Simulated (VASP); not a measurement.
Input of a VASP 6.6.1 run:

Contents of INCAR:

```
PREC = Accurate
ENCUT = 520
EDIFF = 1E-7
ISMEAR = -1
SIGMA = 0.06122561905347299
LREAL = False
LASPH = True
NELM = 80
ALGO = Normal
ISIF = 2
LWAVE = False
LCHARG = False
GGA = PE
NBANDS = 11
```

KPOINTS

```
regular mesh
0
Gamma
  52 52 52
```

Contents of POSCAR:

```
C
1.0
    0.0000000000      1.7740847571      1.7740847571
    1.7740847571      0.0000000000      1.7740847571
    1.7740847571      1.7740847571      0.0000000000
C
2
Direct
    0.0000000000      0.0000000000      0.0000000000
    0.2500000000      0.2500000000      0.2500000000
```

Potentials or basis: VASP PAW PBE potentials, release 64 (C).

Command:

```console
$ cat potpaw_PBE.64/C/POTCAR > POTCAR
$ mpirun -np 1 vasp_std > vasp.out
```

Problem. Estimate the band gap on the k mesh.

Solution. 4.16 eV (least direct gap 5.63 eV).

Problem. Estimate the pressure.

Solution. 9.6 GPa.

Caveat: the cell stands under pressure. A k mesh can miss the band edges.
